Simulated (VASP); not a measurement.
Here is a VASP 6.6.1 calculation.

INCAR

```
SYSTEM = ZnGe3
PREC = Accurate
ENCUT = 520
EDIFF = 1E-6
ISMEAR = -1
SIGMA = 0.02
LREAL = .False.
LASPH = .True.
NELM = 100
ALGO = Normal
ISIF = 2
LWAVE = .False.
LCHARG = .False.
GGA = PE
NBANDS = 64
```

Contents of KPOINTS:

```
regular mesh
0
Gamma
  6 6 6
  0 0 0
```

Contents of POSCAR:

```
ZnGe3
1.0
    5.8289217711      0.0000000000      0.0000000000
   -2.9144608855      5.0479943304      0.0000000000
    0.0000000000      0.0000000000      5.1227650000
Ge Zn
6 2
Direct
    0.1684205050      0.3368410100      0.2500000000
    0.1684205050      0.8315794950      0.2500000000
    0.6631589900      0.8315794950      0.2500000000
    0.8315794950      0.6631589900      0.7500000000
    0.8315794950      0.1684205050      0.7500000000
    0.3368410100      0.1684205050      0.7500000000
    0.3333333333      0.6666666667      0.7500000000
    0.6666666667      0.3333333333      0.2500000000
```

Potentials or basis: VASP PAW PBE potentials, release 64 (Ge_d, Zn).

Command:

```bash
$ cat potpaw_PBE.64/Ge_d/POTCAR potpaw_PBE.64/Zn/POTCAR > POTCAR
$ mpirun -np 1 vasp_std > vasp.out
```

**Question.** Estimate the pressure.

**Answer.** -0.7 GPa.

**Question.** Estimate the band gap on the k mesh.

**Answer.** Zero (bands 54 and 55 overlap by 2.47 eV).

**Question.** Estimate the largest force.

**Answer.** 0.169 eV/Å.

Stress tensor (GPa, compression positive):
```
-0.60  0.00  0.00
 0.00 -0.60  0.00
 0.00  0.00 -1.04
```
